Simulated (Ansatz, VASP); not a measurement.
# One calculation of HgTe, two programs

```
Hg Te
1.0
     0.00000    3.26432    3.26432
     3.26432    0.00000    3.26432
     3.26432    3.26432    0.00000
Hg Te
1 1
Direct
  0.00000 0.00000 0.00000
  0.25000 0.25000 0.25000
```

Alike in both runs: task single point; functional r2SCAN; dispersion rVV10; k mesh 6 × 6 × 6; occupations gaussian, width 0.05 eV; no spin polarisation.

|  | VASP | Ansatz |
| --- | --- | --- |
| version | VASP 6.6.1 | Ansatz 0.2.0 |
| potentials or method | VASP PAW PBE potentials, release 64 (Hg, Te), cutoff 520 eV | scalar-relativistic, plane waves, PAW |
| valence electrons in the cell | 18 | 36 |

VASP gave:

* gap on the k mesh at the Fermi level (eV): none
* pressure (GPa): 0.3

**Question.** What did Ansatz give for the same quantities?

**Answer.** gap on the k mesh at the Fermi level (eV): none; pressure (GPa): 0.0.

VASP's potentials were made for PBE, not for r2SCAN. A gap of «none» marks a metal or a gap that the smearing closes. VASP's potentials hold 18 valence electrons a cell and Ansatz's 36, so a difference there can come from the potentials and not from the codes.

Neither program's run includes spin-orbit coupling.
